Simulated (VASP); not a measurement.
A run of VASP 6.6.1 is set up as follows.

Contents of INCAR:

```
PREC     = Accurate       # precision mode
ENCUT    = 600            # plane-wave cutoff, eV
EDIFF    = 1E-6           # SCF threshold, eV
ISMEAR   = 0              # smearing method
SIGMA    = 0.1            # smearing width, eV
LREAL    = False          # projectors in reciprocal space
LASPH    = True           # aspherical terms in the spheres
NELM     = 60             # most SCF steps
ALGO     = Normal         # electronic algorithm
ISIF     = 3              # what is computed and relaxed
LWAVE    = False          # write WAVECAR
LCHARG   = False          # write CHGCAR
GGA      = PE             # functional
IBRION   = 2              # ionic algorithm
NSW      = 100            # ionic steps
EDIFFG   = -0.01          # ionic threshold
```

KPOINTS

```
regular mesh
0
Gamma
  15 15 14
```

POSCAR

```
Be2S
1.0
    3.5772772682      0.0000000000      0.0000000000
   -1.7886386341      3.0980129907      0.0000000000
    0.0000000000      0.0000000000      3.1756989442
Be S
2 1
Direct
    0.3333333333      0.6666666667      0.5000000000
    0.6666666667      0.3333333333      0.5000000000
    0.0000000000      0.0000000000      0.0000000000
```

Potentials or basis: VASP PAW PBE potentials, release 64 (Be, S).

The run is started by

```bash
$ cat potpaw_PBE.64/Be/POTCAR potpaw_PBE.64/S/POTCAR > POTCAR
$ mpirun -np 1 vasp_std > vasp.out
```

(1) What does it give for the relaxed cell?

(2) Estimate the space group after relaxing (to 0.05 Å).

(3) Estimate the band gap on the k mesh.

(4) Estimate the relaxed volume.

## Answers

(1) a = 3.556 Å, b = 3.556 Å, c = 3.217 Å, α = 90.00°, β = 90.00°, γ = 120.00°.

(2) P6/mmm (No. 191).

(3) zero (band 5 reaches 8.57 eV, above the bottom of band 6 at 3.91 eV).

(4) 11.74 Å³/atom.
